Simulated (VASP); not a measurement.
**Cr: single point with PBE**

The system is Cr.

```xyz
3
Lattice="3.4747 0.0000 0.0000 -1.7374 3.0092 0.0000 0.0000 0.0000 1.9295" Properties=species:S:1:pos:R:3 pbc="T T T"
Cr    0.0000    0.0000    0.0000
Cr    0.0000    2.0061    0.9648
Cr    1.7374    1.0031    0.9648
```

This isn't the form of Cr at room conditions, which is bcc.

```json
{
  "Program": "VASP 6.6.1",
  "Task": "single point",
  "Functional": "PBE",
  "Potentials or basis": "VASP PAW PBE potentials, release 64 (Cr_pv)",
  "Cutoff": "520 eV",
  "k mesh": "11 × 11 × 15",
  "Occupations": "fermi-dirac, width 0.1 eV",
  "Spin": "collinear spin, ferromagnetic start",
  "Starting moments": "[2.0, 2.0, 2.0] μB"
}
```

```yaml
Pressure: 429.0 GPa
Band_gap_on_the_k_mesh: zero (filled and empty bands overlap)
Net_moment: 0.00 μB per cell
```

Stress tensor (GPa, compression positive):
```
423.50   0.00   0.00
  0.00 423.50   0.00
  0.00   0.00 440.01
```

Levels at points of the mesh, in eV from the Fermi level:
Spin up:
```csv
k point,band 16,band 17,band 18,band 19,band 20,band 21
"(0.00, 0.00, 0.00)",-3.12,-3.12,-1.08,-1.08,1.90,1.90
```
Spin down:
| k point | band 16 | band 17 | band 18 | band 19 | band 20 | band 21 |
| --- | --- | --- | --- | --- | --- | --- |
| (0.00, 0.00, 0.00) | -3.12 | -3.12 | -1.08 | -1.08 | 1.90 | 1.90 |

It took 70 s on 1 thread of Intel(R) Xeon(R) 6975P-C (Granite Rapids) (shared host), peak memory 0.22 GiB.

Caveat: atoms lie so close that the PAW spheres overlap strongly, which falsifies energies and pressures; the cell stands under pressure.
